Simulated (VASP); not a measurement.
Runs of VASP 6.6.1 on CdS. The structure is that of space group I4mm (No. 107), or close to it. The cells are those of the table. 

```tsv
cell	gap on the mesh (eV)	pressure (GPa)	largest force (eV/Å)
a = 3.760 Å, angles 60.0°, 2 atoms	0.77	9.0	0.57
a = 3.953 Å, angles 60.0°, 2 atoms	0.77	-4.2	0.18
a = 3.824 Å, angles 60.0°, 2 atoms	0.86	(a)	(b)
a = 3.888 Å, angles 60.0°, 2 atoms	0.82	-0.2	0.46
a = 3.792 Å, angles 60.0°, 2 atoms	0.78	6.1	0.49
```

Alike in all rows: task single point; level r2SCAN; potentials or basis VASP PAW PBE potentials, release 64 (Cd, S); no spin polarisation; k mesh 8 × 8 × 8; cutoff (eV) 520; smearing gaussian 0.05 eV.

Question: Estimate the missing entries.

Answer: (a) 5.0; (b) 0.91.

Caveats: the PAW data sets were made with another functional, which shifts forces and pressure a little.

A k mesh can miss the band edges, and the runs leave out spin-orbit coupling on Cd.
